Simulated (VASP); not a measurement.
Here is a VASP 6.6.1 calculation.

File INCAR:

```
SYSTEM = CdSe
PREC     = Accurate       ! precision mode
ENCUT    = 500            ! plane-wave cutoff, eV
EDIFF    = 1E-6           ! SCF threshold, eV
ISMEAR   = 0              ! smearing method
SIGMA    = 0.02           ! smearing width, eV
LREAL    = .FALSE.        ! projectors in reciprocal space
LASPH    = .TRUE.         ! aspherical terms in the spheres
NELM     = 120            ! most SCF steps
ALGO     = Normal         ! electronic algorithm
ISIF     = 2              ! what is computed and relaxed
LWAVE    = .FALSE.        ! write WAVECAR
LCHARG   = .FALSE.        ! write CHGCAR
GGA      = PE             ! functional
NBANDS   = 26             ! bands
GGA_COMPAT= .FALSE.
```

The input KPOINTS:

```
Automatic mesh
0
G
  9 9 4
  0 0 0
```

File POSCAR:

```
CdSe
1.0
    4.3754430627      0.0000000000      0.0000000000
   -2.1877215313      3.7892448451      0.0000000000
    0.0000000000      0.0000000000      7.7721400800
Cd Se
2 2
Direct
    0.6666666667      0.3333333333      0.0142547611
    0.3333333333      0.6666666667      0.5142547611
    0.6666666667      0.3333333333      0.3607452389
    0.3333333333      0.6666666667      0.8607452389
```

Potentials or basis: VASP PAW PBE potentials, release 64 (Cd, Se).

The run is started by

```console
$ cat potpaw_PBE.64/Cd/POTCAR potpaw_PBE.64/Se/POTCAR > POTCAR
$ mpirun -np 1 vasp_std > vasp.out
```

**Question.** Estimate the band gap on the k mesh.

**Answer.** 0.07 eV.

**Question.** Predict the pressure.

**Answer.** -3.0 GPa.

**Question.** Estimate the largest force.

**Answer.** 0.463 eV/Å.

Stress tensor (GPa, compression positive):
```
-2.27  0.00  0.00
 0.00 -2.27  0.00
 0.00  0.00 -4.55
```

Caveat: the cell differs from its parent crystal (strained); the cell stands under tension.
